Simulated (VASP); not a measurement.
# TiO2 (C2/c) in VASP: settings compared, part 2 of 2

VASP 6.6.1. The steps go on from the part before.

### 4 Single point, BLYP

Input file INCAR:

```
SYSTEM = TiO2
PREC = Accurate
ENCUT = 520
EDIFF = 1E-6
ISMEAR = 0
SIGMA = 0.01
LREAL = .False.
LASPH = .True.
NELM = 60
ALGO = Normal
ISIF = 2
LWAVE = .False.
LCHARG = .True.
GGA = B5
ALDAX = 1.0
AGGAX = 1.0
AGGAC = 1.0
ALDAC = 0.0
LELF = .True.
LVHAR = .True.
NBANDS = 33
```

Input file KPOINTS:

```
regular mesh
0
Gamma
  6 6 6
  0 0 0
```

Input file POSCAR:

```
TiO2
1.0
    2.7060340000     -2.7066550000      0.0000000000
    2.7060340000      2.7066550000      0.0000000000
   -2.6335310000      0.0000000000      4.7966370000
Ti O
2 4
Direct
    0.1341100000      0.8658900000      0.2500000000
    0.8658900000      0.1341100000      0.7500000000
    0.3312210000      0.0887550000      0.6671490000
    0.6687790000      0.9112450000      0.3328510000
    0.9112450000      0.6687790000      0.8328510000
    0.0887550000      0.3312210000      0.1671490000
```

Potentials or basis: VASP PAW PBE potentials, release 64 (Ti_sv, O).

On the command line:

```sh
$ cat potpaw_PBE.64/Ti_sv/POTCAR potpaw_PBE.64/O/POTCAR > POTCAR
$ mpirun -np 1 vasp_std > vasp.out
```

OUTCAR:

```text
SYSTEM = TiO2
   PREC = Accurate
   ENCUT = 520
   EDIFF = 1E-6
   ISMEAR = 0
   LREAL = .False.
   LASPH = .True.
   NELM = 60
   ISIF = 2
   GGA = B5

 ion  position               nearest neighbor table
   1  0.134  0.866  0.250-   4 1.93   6 1.93   6 1.98   4 1.98   3 2.00   5 2.00
   2  0.866  0.134  0.750-   5 1.93   3 1.93   5 1.98   3 1.98   6 2.00   4 2.00
   3  0.331  0.089  0.667-   2 1.93   2 1.98   1 2.00
   4  0.669  0.911  0.333-   1 1.93   1 1.98   2 2.00
   5  0.911  0.669  0.833-   2 1.93   2 1.98   1 2.00
   6  0.089  0.331  0.167-   1 1.93   1 1.98   2 2.00

  LATTYP: Found a base centered monoclinic cell.
 ALAT       =     5.4120680000
 B/A-ratio  =     1.0002294871
 C/A-ratio  =     1.0110809974
 COS(beta)  =    -0.4812705001

  Lattice vectors:

 A1 = (   2.7060340000,  -2.7066550000,   0.0000000000)
 A2 = (   2.7060340000,   2.7066550000,   0.0000000000)
 A3 = (  -2.6335310000,   0.0000000000,   4.7966370000)

Analysis of symmetry for initial positions (statically):
=====================================================================
 Subroutine PRICEL returns:
 Original cell was already a primitive cell.

 Routine SETGRP: Setting up the symmetry group for a
 base centered monoclinic supercell.

 Subroutine GETGRP returns: Found  4 space group operations
 (whereof  2 operations were pure point group operations)
 out of a pool of  4 trial point group operations.

The static configuration has the point symmetry S_2 .
 The point group associated with its full space group is C_2h.

Analysis of symmetry for dynamics (positions and initial velocities):
=====================================================================
 Subroutine PRICEL returns:
 Original cell was already a primitive cell.

 Routine SETGRP: Setting up the symmetry group for a
[... 133 lines left out ...]
   IMIX   =      4    mixing-type and parameters
     AMIX     =   0.40;   BMIX     =  1.00
     AMIX_MAG =   1.60;   BMIX_MAG =  1.00
  volume/ion in A,a.u.               =      11.71        79.03
  Fermi-wavevector in a.u.,A,eV,Ry     =   1.441820  2.724644 28.284385  2.078844
  Thomas-Fermi vector in A             =   2.560409
   LORBIT       =      0    0 simple, 1 ext, 2 COOP (PROOUT), +10 PAW based schemes
   GGA     = B5    functional components
   LHFCALC =     F    Hartree Fock is set to
   AEXX    =    0.0000 exact exchange contribution
   IVDW    =     0    specifies the selected vdW correction
   LEPSILON=     F    determine dielectric tensor
   LRPA    =     F    only Hartree local field effects (RPA)
 non-spin polarized calculation
 Gauss-broadening in eV      SIGMA  =   0.01
  energy-cutoff  :      520.00
  volume of cell :       70.26
 maximum number of plane-waves:      1908
   NGX = 15   NGY = 15   NGZ = 21

 number of electron      47.9999994 magnetization

 Free energy of the ion-electron system (eV)
  ---------------------------------------------------
  ext. energy  EPLUGINS =         0.00000000
  ---------------------------------------------------
  free energy    TOTEN  =       -51.73935991 eV

  energy without entropy =      -51.73935991  energy(sigma->0) =      -51.73935991

 E-fermi :   3.5176     XC(G=0): -10.1799

 val. band max:        3.3870034515   @ k =   0.5000   0.5000   0.0000
 cond. band min:       5.4268273754   @ k =   0.0000   0.0000   0.0000
 fundamental gap:      2.0398239239
 Fermi energy:         3.5175507993

 k-point     1 :       0.0000    0.0000    0.0000
  band No.  band energies     occupation
      1     -52.9444      2.00000
      2     -52.8914      2.00000
      3     -29.5092      2.00000
      4     -29.2918      2.00000
      5     -29.2912      2.00000
      6     -29.2323      2.00000
[... 853 lines left out ...]
     32       9.2046      0.00000
     33       9.2978      0.00000

 [... further k-points ...]

------------------------ aborting loop because EDIFF is reached ----------------------------------------

  FORCE on cell =-STRESS in cart. coord.  units (eV):
  Direction    XX          YY          ZZ          XY          YZ          ZX
  --------------------------------------------------------------------------------------
  -------------------------------------------------------------------------------------
  Total        1.5815122      1.5616265      2.1029787      0.0000000      0.0000000     -0.0420450
  in kB       36.0620255     35.6085886     47.9526329      0.0000000      0.0000000     -0.9587205
  external PRESSURE =      39.8744157 kB  Pullay stress =       0.0000000 kB

 VOLUME and BASIS-vectors are now :
 -----------------------------------------------------------------------------
  energy-cutoff  :      520.00
  volume of cell :       70.26
      direct lattice vectors                 reciprocal lattice vectors
     2.706034000 -2.706655000  0.000000000     0.184772253 -0.184729860  0.101446796
     2.706034000  2.706655000  0.000000000     0.184772253  0.184729860  0.101446796
    -2.633531000  0.000000000  4.796637000     0.000000000  0.000000000  0.208479399

 POSITION                                       TOTAL-FORCE (eV/Angst)
 -----------------------------------------------------------------------------------
      2.04765      1.98068      1.19916        -0.000000      0.088844      0.000000
      0.73089     -1.98068      3.59748        -0.000000     -0.088844     -0.000000
     -0.62049     -0.65627      3.20007        -0.013693     -0.009944     -0.013012
      3.39903      0.65627      1.59657         0.013693      0.009944      0.013012
      2.08226     -0.65627      3.99488         0.013693     -0.009944      0.013012
      0.69628      0.65627      0.80175        -0.013693      0.009944     -0.013012
 -----------------------------------------------------------------------------------
    total drift:                               -0.000000      0.000000     -0.000000

  FREE ENERGIE OF THE ION-ELECTRON SYSTEM (eV)
  ---------------------------------------------------
  free  energy   TOTEN  =       -51.7393599091 eV

  energy  without entropy=      -51.7393599091  energy(sigma->0) =      -51.73935991
```

stdout:

```text
POSCAR found type information on POSCAR TiO
 POSCAR found :  2 types and       6 ions
 scaLAPACK will be used
 -----------------------------------------------------------------------------
|                                                                             |
|                                                                             |
|     You enforced a specific xc type in the INCAR file but a different       |
|     I HOPE YOU KNOW WHAT YOU ARE DOING!                                     |
|                                                                             |
 -----------------------------------------------------------------------------

 LDA part: xc-table for (Slater(with rela. corr.)+VWN5), standard interpolation
 POSCAR, INCAR and KPOINTS ok, starting setup
 FFT: planning ... GRIDC
 FFT: planning ... GRID_SOFT
 FFT: planning ... GRID
 WAVECAR not read
 entering main loop
```

It took 2.1 min on 1 thread of Intel Xeon Platinum 8488C (Sapphire Rapids), shared host; peak memory 0.25 GiB.

What came out:

```yaml
Free_energy: -51.7394 eV
Pressure: 4.0 GPa
Largest_force: 0.089 eV/Å
Band_gap_on_the_k_mesh: 2.04 eV (least direct gap 2.38 eV)
```

Forces in eV/Å, atoms in the order of the input:
```
Ti   0.000  0.089  0.000
Ti   0.000 -0.089  0.000
O   -0.014 -0.010 -0.013
O    0.014  0.010  0.013
O    0.014 -0.010  0.013
O   -0.014  0.010 -0.013
```

Caveat: the cell stands under pressure; the PAW data sets were made with another functional, which shifts forces and pressure a little. A k mesh can miss the band edges.

### 5 The runs side by side

```csv
level,potentials or basis,gap on the mesh (eV),pressure (GPa),largest force (eV/Å)
PBEsol,"VASP PAW PBE potentials, release 64 (Ti_sv, O)",2.01,-6.9,0.22
LDA,"VASP PAW LDA potentials, release 64 (Ti_sv, O)",1.95,-11.9,0.31
BLYP,"VASP PAW PBE potentials, release 64 (Ti_sv, O)",2.04,4.0,0.09
```

Alike in all rows: task single point; no spin polarisation; cell as given; k mesh 6 × 6 × 6; cutoff (eV) 520; smearing gaussian 0.01 eV.

Caveats: the cell stands under tension (at least some runs); the PAW data sets were made with another functional, which shifts forces and pressure a little (at least some runs); the cell stands under pressure (at least some runs).

Absolute energies hang on the potentials; compare differences alone.
